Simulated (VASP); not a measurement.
# ZnCu (Pm-3m) in VASP: notebook, part 2 of 2

VASP 6.6.1.

## Step 3: Equation of state, PBE+D3(BJ)

Contents of POSCAR.step1:

```
ZnCu
1.0
    2.8538584591      0.0000000000      0.0000000000
    0.0000000000      2.8538584591      0.0000000000
    0.0000000000      0.0000000000      2.8538584591
Zn Cu
1 1
Direct
    0.5000000000      0.5000000000      0.5000000000
    0.0000000000      0.0000000000      0.0000000000
```

Contents of POSCAR.step2:

```
ZnCu
1.0
    2.8848810902      0.0000000000      0.0000000000
    0.0000000000      2.8848810902      0.0000000000
    0.0000000000      0.0000000000      2.8848810902
Zn Cu
1 1
Direct
    0.5000000000      0.5000000000      0.5000000000
    0.0000000000      0.0000000000      0.0000000000
```

Contents of POSCAR.step3:

```
ZnCu
1.0
    2.9152504913      0.0000000000      0.0000000000
    0.0000000000      2.9152504913      0.0000000000
    0.0000000000      0.0000000000      2.9152504913
Zn Cu
1 1
Direct
    0.5000000000      0.5000000000      0.5000000000
    0.0000000000      0.0000000000      0.0000000000
```

Contents of POSCAR.step4:

```
ZnCu
1.0
    2.9450000000      0.0000000000      0.0000000000
    0.0000000000      2.9450000000      0.0000000000
    0.0000000000      0.0000000000      2.9450000000
Zn Cu
1 1
Direct
    0.5000000000      0.5000000000      0.5000000000
    0.0000000000      0.0000000000      0.0000000000
```

Contents of POSCAR.step5:

```
ZnCu
1.0
    2.9741603123      0.0000000000      0.0000000000
    0.0000000000      2.9741603123      0.0000000000
    0.0000000000      0.0000000000      2.9741603123
Zn Cu
1 1
Direct
    0.5000000000      0.5000000000      0.5000000000
    0.0000000000      0.0000000000      0.0000000000
```

Contents of POSCAR.step6:

```
ZnCu
1.0
    3.0027597620      0.0000000000      0.0000000000
    0.0000000000      3.0027597620      0.0000000000
    0.0000000000      0.0000000000      3.0027597620
Zn Cu
1 1
Direct
    0.5000000000      0.5000000000      0.5000000000
    0.0000000000      0.0000000000      0.0000000000
```

Contents of POSCAR.step7:

```
ZnCu
1.0
    3.0308245641      0.0000000000      0.0000000000
    0.0000000000      3.0308245641      0.0000000000
    0.0000000000      0.0000000000      3.0308245641
Zn Cu
1 1
Direct
    0.5000000000      0.5000000000      0.5000000000
    0.0000000000      0.0000000000      0.0000000000
```

Contents of INCAR:

```
SYSTEM = ZnCu
GGA      = PE             ! functional
IVDW     = 12             ! dispersion correction
ISMEAR   = 1              ! smearing method
SIGMA    = 0.05           ! smearing width, eV
LWAVE    = .False.        ! write WAVECAR
LCHARG   = .False.        ! write CHGCAR
ISIF     = 2              ! what is computed and relaxed
NSW      = 0              ! ionic steps
PREC     = Accurate       ! precision mode
LASPH    = .True.         ! aspherical terms in the spheres
LREAL    = .False.        ! projectors in reciprocal space
ALGO     = Normal         ! electronic algorithm
EDIFF    = 1E-7           ! SCF threshold, eV
NELM     = 120            ! most SCF steps
GGA_COMPAT= .False.      
ENCUT    = 620            ! plane-wave cutoff, eV
```

Contents of KPOINTS:

```
Automatic mesh
0
Gamma
  18 18 18
  0 0 0
```

Potentials or basis: VASP PAW PBE potentials, release 64 (Zn, Cu).

Started as:

```bash
$ cat potpaw_PBE.64/Zn/POTCAR potpaw_PBE.64/Cu/POTCAR > POTCAR
$ cp POSCAR.step1 POSCAR
$ mpirun -np 1 vasp_std > vasp.out
$ cp POSCAR.step2 POSCAR
$ mpirun -np 1 vasp_std > vasp.out
$ cp POSCAR.step3 POSCAR
$ mpirun -np 1 vasp_std > vasp.out
$ cp POSCAR.step4 POSCAR
$ mpirun -np 1 vasp_std > vasp.out
$ cp POSCAR.step5 POSCAR
$ mpirun -np 1 vasp_std > vasp.out
$ cp POSCAR.step6 POSCAR
$ mpirun -np 1 vasp_std > vasp.out
$ cp POSCAR.step7 POSCAR
$ mpirun -np 1 vasp_std > vasp.out
```

OUTCAR:

```text
SYSTEM = ZnCu
   GGA = PE
   IVDW = 12
   ISMEAR = 1
   ISIF = 2
   NSW = 0
   PREC = Accurate
   LASPH = .True.
   LREAL = .False.
   EDIFF = 1E-7
   NELM = 120
   ENCUT = 620
 IVDW          = 12

 s9            =  0.00000000  s9, scaling of the three-body dispersion

 ion  position               nearest neighbor table
   1  0.500  0.500  0.500-   2 2.62   2 2.62   2 2.62   2 2.62   2 2.62   2 2.62   2 2.62   2 2.62

   2  0.000  0.000  0.000-   1 2.62   1 2.62   1 2.62   1 2.62   1 2.62   1 2.62   1 2.62   1 2.62

  LATTYP: Found a simple cubic cell.
 ALAT       =     3.0308245641

  Lattice vectors:

 A1 = (   3.0308245641,   0.0000000000,   0.0000000000)
 A2 = (   0.0000000000,   3.0308245641,   0.0000000000)
 A3 = (   0.0000000000,   0.0000000000,   3.0308245641)

Analysis of symmetry for initial positions (statically):
=====================================================================
 Subroutine PRICEL returns:
 Original cell was already a primitive cell.

 Routine SETGRP: Setting up the symmetry group for a
 simple cubic supercell.

 Subroutine GETGRP returns: Found 48 space group operations
 (whereof 48 operations were pure point group operations)
 out of a pool of 48 trial point group operations.

The static configuration has the point symmetry O_h .

Analysis of symmetry for dynamics (positions and initial velocities):
=====================================================================
 Subroutine PRICEL returns:
 Original cell was already a primitive cell.

 Routine SETGRP: Setting up the symmetry group for a
 simple cubic supercell.

 Subroutine GETGRP returns: Found 48 space group operations
 (whereof 48 operations were pure point group operations)
 out of a pool of 48 trial point group operations.

The dynamic configuration has the point symmetry O_h .

 Subroutine INISYM returns: Found 48 space group operations
 (whereof 48 operations are pure point group operations),
 and found     1 'primitive' translations

----------------------------------------------------------------------------------------

                                     Primitive cell

  volume of cell :      27.8408

  direct lattice vectors                    reciprocal lattice vectors
     3.030824564  0.000000000  0.000000000     0.329943215  0.000000000  0.000000000
     0.000000000  3.030824564  0.000000000     0.000000000  0.329943215  0.000000000
     0.000000000  0.000000000  3.030824564     0.000000000  0.000000000  0.329943215

  length of vectors
     3.030824564  3.030824564  3.030824564     0.329943215  0.329943215  0.329943215

  position of ions in fractional coordinates (direct lattice)
     0.500000000  0.500000000  0.500000000
     0.000000000  0.000000000  0.000000000

  ion indices of the primitive-cell ions
   primitive index   ion index
                 1           1
                 2           2

----------------------------------------------------------------------------------------

 KPOINTS: Automatic mesh

Automatic generation of k-mesh.
 Grid dimensions read from file:
 generate k-points for:   18   18   18

 Generating k-lattice:

  Cartesian coordinates                     Fractional coordinates (reciprocal lattice)
     0.018330179  0.000000000  0.000000000     0.055555556  0.000000000  0.000000000
[... 46 lines left out ...]
   ions per type =               1   1
   NGX,Y,Z   is equivalent  to a cutoff of  15.36, 15.36, 15.36 a.u.
   NGXF,Y,Z  is equivalent  to a cutoff of  30.72, 30.72, 30.72 a.u.
 SYSTEM =  ZnCu
   PREC   = accura    normal or accurate (medium, high low for compatibility)
   ISTART =      0    job   : 0-new  1-cont  2-samecut
   ICHARG =      2    charge: 1-file 2-atom 10-const
   ISPIN  =      1    spin polarized calculation?
   LNONCOLLINEAR =      F non collinear calculations
   LSORBIT =      F    spin-orbit coupling
   LASPH  =      T    aspherical Exc in radial PAW
   ENCUT  =  620.0 eV  45.57 Ry    6.75 a.u.   6.15  6.15  6.15*2*pi/ulx,y,z
   NELM   =    120;   NELMIN=  2; NELMDL=  0     # of ELM steps
   EDIFF  = 0.1E-06   stopping-criterion for ELM
   LREAL  =      F    real-space projection
   EDIFFG = 0.1E-05   stopping-criterion for IOM
   NSW    =      0    number of steps for IOM
   IBRION =     -1    ionic relax: 0-MD 1-quasi-New 2-CG
   NFREE  =      0    steps in history (QN), initial steepest desc. (CG)
   ISIF   =      2    stress and relaxation
   ISYM   =      2    0-nonsym 1-usesym 2-fastsym
   POTIM  = 0.5000    time-step for ionic-motion
   TEBEG  =    0.0;   TEEND  =   0.0 temperature during run

   SCALEE = 1.0000    scale energy and forces
   PSTRESS=    0.0 pullay stress
   NELECT =      23.0000    total number of electrons
   NUPDOWN=      -1.0000    fix difference up-down
   EMIN   =  10.00;   EMAX   =-10.00  energy-range for DOS
   EFERMI =   0.00;   METHOD = LEGACY
   ISMEAR =     1;   SIGMA  =   0.05  broadening in eV -4-tet -1-fermi 0-gaus
   EFERMI_NEDOS =   21; number of points for ismear=-14 and -15
   IALGO  =     38    algorithm
   IMIX   =      4    mixing-type and parameters
     AMIX     =   0.40;   BMIX     =  1.00
     AMIX_MAG =   1.60;   BMIX_MAG =  1.00
  volume/ion in A,a.u.               =      13.92        93.94
  Fermi-wavevector in a.u.,A,eV,Ry     =   1.536114  2.902834 32.104916  2.359645
  Thomas-Fermi vector in A             =   2.642808
   LORBIT       =      0    0 simple, 1 ext, 2 COOP (PROOUT), +10 PAW based schemes
   GGA     = PE    functional components
   LHFCALC =     F    Hartree Fock is set to
   AEXX    =    0.0000 exact exchange contribution
   IVDW    =    12    specifies the selected vdW correction
   LEPSILON=     F    determine dielectric tensor
   LRPA    =     F    only Hartree local field effects (RPA)

   CSHIFT  =0.1000    complex shift for real part using Kramers Kronig

   OMEGAMAX=  -1.0    maximum frequency
 non-spin polarized calculation
 Methfessel and Paxton  Order N= 1 SIGMA  =   0.05
  energy-cutoff  :      620.00
  volume of cell :       27.84
 maximum number of plane-waves:      1000
 NGX is ok and might be reduce to    28
   NGX = 13   NGY = 13   NGZ = 13

 number of electron      22.9999995 magnetization

 Free energy of the ion-electron system (eV)
  ---------------------------------------------------
  ext. energy  EPLUGINS =         0.00000000
  ---------------------------------------------------
  free energy    TOTEN  =        -4.98183037 eV

  energy without entropy =       -4.98193062  energy(sigma->0) =       -4.98186378

 E-fermi :   4.8030     XC(G=0): -11.9270

 val. band max:        4.7335134726   @ k =   0.3333   0.2222   0.0556
 cond. band min:       4.8117639441   @ k =   0.3333   0.3333   0.0000
 fundamental gap:      0.0782504715
 Fermi energy:         4.8030105452

 k-point     1 :       0.0000    0.0000    0.0000
  band No.  band energies     occupation
      1      -4.9374      2.00000
      2      -2.8352      2.00000
      3      -2.8352      2.00000
      4      -2.2692      2.00000
      5      -2.2692      2.00000
      6      -2.2692      2.00000
      7       1.4164      2.00000
      8       1.4164      2.00000
      9       2.1665      2.00000
     10       2.1665      2.00000
     11       2.1665      2.00000
     12      10.6833      0.00000
     13      10.6833      0.00000
     14      10.6833      0.00000
[... 401 lines left out ...]
      2      -2.6836      2.00000
      3      -2.5072      2.00000
      4      -2.3824      2.00000
      5      -2.2496      2.00000
      6      -2.1843      2.00000
      7       1.2350      2.00000
      8       1.4126      2.00000
      9       1.8048      2.00000
     10       1.8281      2.00000
     11       2.1142      2.00000
     12       4.1817      2.00000
     13      11.1707      0.00000
     14      13.4819      0.00000
     15      16.6796      0.00000

 [... further k-points ...]

------------------------ aborting loop because EDIFF is reached ----------------------------------------

 Edisp (eV)   -0.92685

 E8    (eV) :    -0.3926

  FORCE on cell =-STRESS in cart. coord.  units (eV):
  Direction    XX          YY          ZZ          XY          YZ          ZX
  --------------------------------------------------------------------------------------
  -------------------------------------------------------------------------------------
  Total      -1.99476    -1.99476    -1.99476     0.00000     0.00000     0.00000
  in kB    -114.79412  -114.79412  -114.79412     0.00000     0.00000     0.00000
  external pressure =     -114.79 kB  Pullay stress =        0.00 kB

 VOLUME and BASIS-vectors are now :
 -----------------------------------------------------------------------------
  energy-cutoff  :      620.00
  volume of cell :       27.84
      direct lattice vectors                 reciprocal lattice vectors
     3.030824564  0.000000000  0.000000000     0.329943215  0.000000000  0.000000000
     0.000000000  3.030824564  0.000000000     0.000000000  0.329943215  0.000000000
     0.000000000  0.000000000  3.030824564     0.000000000  0.000000000  0.329943215

 POSITION                                       TOTAL-FORCE (eV/Angst)
 -----------------------------------------------------------------------------------
      1.51541      1.51541      1.51541         0.000000      0.000000      0.000000
      0.00000      0.00000      0.00000         0.000000      0.000000      0.000000
 -----------------------------------------------------------------------------------
    total drift:                                0.000000      0.000000      0.000000

  FREE ENERGIE OF THE ION-ELECTRON SYSTEM (eV)
  ---------------------------------------------------
  free  energy   TOTEN  =        -5.9086769003 eV

  energy  without entropy=       -5.9087771534  energy(sigma->0) =       -5.90871032
```

Wall time 3.3 min (1 thread of Intel Xeon 6975P-C (Granite Rapids), shared host); peak memory 0.27 GiB.

Results:

```
Equilibrium volume                      : 12.40 Å³/atom
Bulk modulus                            : 133 GPa
Pressure derivative of the bulk modulus : 5.0
```

Energy against volume, from the lowest point:
```tsv
volume (Å³/atom)	energy (meV/atom)
11.622	22.99
12.005	5.54
12.388	0.00
12.771	4.34
13.154	16.88
13.537	36.23
13.920	61.24
```
